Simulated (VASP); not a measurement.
Input of a VASP 6.6.1 run:

File INCAR:

```
PREC = Accurate
ENCUT = 520
EDIFF = 1E-6
ISMEAR = 0
SIGMA = 0.1
LREAL = F
LASPH = T
NELM = 100
ALGO = Normal
ISIF = 2
LWAVE = F
LCHARG = F
GGA = PE
NBANDS = 36
```

The input KPOINTS:

```
regular mesh
0
Gamma
  6 6 6
```

File POSCAR:

```
Zn3PbN
1.0
    5.2207749440      0.0000000000      0.0000000000
    0.0000000000      5.2207749440      0.0000000000
    0.0000000000      0.0000000000      5.2207749440
Zn Pb N
3 1 1
Direct
    0.0000000000      0.5000000000      0.5000000000
    0.5000000000      0.0000000000      0.5000000000
    0.5000000000      0.5000000000      0.0000000000
    0.5000000000      0.5000000000      0.5000000000
    0.0000000000      0.0000000000      0.0000000000
```

Potentials or basis: VASP PAW PBE potentials, release 64 (Zn, Pb_d, N).

The run is started by

```console
$ cat potpaw_PBE.64/Zn/POTCAR potpaw_PBE.64/Pb_d/POTCAR potpaw_PBE.64/N/POTCAR > POTCAR
$ mpirun -np 1 vasp_std > vasp.out
```

(1) Estimate the pressure.

(2) What does it give for the band gap on the k mesh?

Results:

(1) 0.4 GPa.

(2) zero (an odd number of electrons rules out a gap without spin polarisation).

Caveat: spin-orbit coupling is left out, which moves the levels of the heavy elements.
